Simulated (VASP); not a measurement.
A run of VASP 6.6.1:

Contents of INCAR:

```
SYSTEM = ZrRh3
PREC = Accurate ; ENCUT = 520
EDIFF = 1E-7 ; ISMEAR = -1
SIGMA = 0.3 ; LREAL = .FALSE.
LASPH = .TRUE. ; NELM = 60
ALGO = Normal ; ISIF = 2
LWAVE = .FALSE. ; LCHARG = .FALSE.
GGA = PS ; NBANDS = 36
```

Contents of KPOINTS:

```
Automatic mesh
0
G
  7 7 7
  0 0 0
```

Contents of POSCAR:

```
ZrRh3
1.0
    3.9270000000      0.0000000000      0.0000000000
    0.0000000000      3.9270000000      0.0000000000
    0.0000000000      0.0000000000      3.9270000000
Zr Rh
1 3
Direct
    0.0000000000      0.0000000000      0.0000000000
    0.0000000000      0.5000000000      0.5000000000
    0.5000000000      0.0000000000      0.5000000000
    0.5000000000      0.5000000000      0.0000000000
```

Potentials or basis: VASP PAW PBE potentials, release 64 (Zr_sv, Rh_pv).

Command:

```console
$ cat potpaw_PBE.64/Zr_sv/POTCAR potpaw_PBE.64/Rh_pv/POTCAR > POTCAR
$ mpirun -np 1 vasp_std > vasp.out
```

Hardware: 1 thread of Intel(R) Xeon(R) Platinum 8488C (Sapphire Rapids) (shared host).

Question: How long does it take, and how much memory?

Answer: Wall time 24 s on 1 thread of Intel(R) Xeon(R) Platinum 8488C (Sapphire Rapids) (shared host), peak memory 0.18 GiB. Counts: scf iterations 14, k points 20.
